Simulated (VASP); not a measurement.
The system is ScAl3N3.

```xyz
7
Lattice="4.9831 0.0000 0.0000 -2.4915 4.3155 0.0000 0.0000 0.0000 4.6832" Properties=species:S:1:pos:R:3 pbc="T T T"
Sc    0.0000    0.0000    0.0000
Al    2.4915    0.0000    0.0000
Al   -1.2458    2.1577    0.0000
Al    1.2458    2.1577    0.0000
N     2.4915    0.0000    2.3416
N    -1.2458    2.1577    2.3416
N     1.2458    2.1577    2.3416
```

The cell was generated, and may not be a known phase.

| Property | Result |
| --- | --- |
| Program | VASP 6.6.1 |
| Task | relaxation of cell and atoms |
| Functional | PBE |
| Potentials or basis | VASP PAW PBE potentials, release 64 (Sc_sv, Al, N) |
| Cutoff | 600 eV |
| k mesh | 4 × 4 × 4 |
| Occupations | gaussian, width 0.2 eV |
| Spin | no spin polarisation |

At the start: pressure 5.8 GPa; volume 14.39 Å³/atom.

Question: Where does the relaxation end?

Answer: Over 9 steps the energy falls by 1029.9 meV/atom and the volume is 17.54 Å³/atom (+21.9 %); space group P6/mmm (No. 191, to 0.1 Å) before and after.

Step by step:
```csv
step,energy change (eV),largest force (eV/Å),pressure (GPa),volume (Å³)
1,0.0000,0.0000,5.78,100.71
2,-5.4707,0.0000,-4.14,105.51
3,-6.6885,0.0000,12.15,105.24
4,-6.7318,0.0000,9.00,105.41
5,-6.7201,0.0000,10.58,105.33
6,-6.9580,0.0000,-5.77,124.39
7,-7.0693,0.0000,-0.77,117.00
8,-7.2071,0.0000,0.42,123.44
9,-7.2090,0.0000,0.23,122.81
```

Final structure:
```
Sc Al N
1.0
     6.40351    0.00000    0.00000
    -3.20176    5.54561    0.00000
     0.00000    0.00000    3.45839
Sc Al N
1 3 3
Direct
  0.00000 0.00000 0.00000
  0.50000 0.00000 0.00000
  0.00000 0.50000 0.00000
  0.50000 0.50000 0.00000
  0.50000 0.00000 0.50000
  0.00000 0.50000 0.50000
  0.50000 0.50000 0.50000
```

Caveat: the k points lie up to 0.45 Å⁻¹ apart in the final cell, too coarse for converged energies and pressures of a metal; the volume moved by over 15 % at a fixed basis, so the end points are rough.
